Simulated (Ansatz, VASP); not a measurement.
Two plane-wave programs on P

```xyz
6
Lattice="-1.7181 2.9107 4.8713 1.7181 -2.9107 4.8713 1.7181 2.9107 -4.8713" Properties=species:S:1:pos:R:3 pbc="T T T"
P     0.0000    1.9154    0.0000
P     0.0000    3.9060    0.0000
P     0.0000    3.9666    2.0478
P     1.7181    1.0559    2.8235
P     0.0000    1.8548    2.0478
P     1.7181   -1.0559    2.8235
```

Alike in both runs: task single point; functional PBE; k mesh 6 × 6 × 6; occupations gaussian, width 0.1 eV; no spin polarisation.

|  | VASP | Ansatz |
| --- | --- | --- |
| version | VASP 6.6.1 | Ansatz 0.2.0 |
| potentials or method | VASP PAW PBE potentials, release 64 (P), cutoff 520 eV | scalar-relativistic, plane waves, PAW |
| valence electrons in the cell | 30 | 30 |

VASP gave:

- gap on the k mesh at the Fermi level (eV): none
- rms of the force components (eV/Å): 1.443

Q: Which values does Ansatz return?

A: gap on the k mesh at the Fermi level (eV): none; rms of the force components (eV/Å): 1.472.

Atom by atom the forces differ by 0.031 eV/Å (rms over components). A gap of «none» marks a metal or a gap that the smearing closes.
